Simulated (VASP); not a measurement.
A run of VASP 6.6.1 is set up as follows.

INCAR

```
PREC = Accurate ; ENCUT = 520
EDIFF = 1E-7 ; ISMEAR = -1
SIGMA = 0.05 ; LREAL = False
LASPH = True ; NELM = 80
ALGO = Normal ; ISIF = 2
LWAVE = False ; LCHARG = False
NBANDS = 16
```

Contents of KPOINTS:

```
Automatic mesh
0
Gamma
  16 16 16
```

Contents of POSCAR:

```
AlRu
1.0
    2.9539624450      0.0000000000      0.0000000000
    0.0000000000      2.9539624450      0.0000000000
    0.0000000000      0.0000000000      2.9539624450
Al Ru
1 1
Direct
    0.0000000000      0.0000000000      0.0000000000
    0.5000000000      0.5000000000      0.5000000000
```

Potentials or basis: VASP PAW LDA potentials, release 64 (Al, Ru_pv).

Run with:

```sh
$ cat potpaw_LDA.64/Al/POTCAR potpaw_LDA.64/Ru_pv/POTCAR > POTCAR
$ mpirun -np 1 vasp_std > vasp.out
```

Estimate the band gap on the k mesh.

zero (an odd number of electrons rules out a gap without spin polarisation).

Predict the pressure.

0.6 GPa.
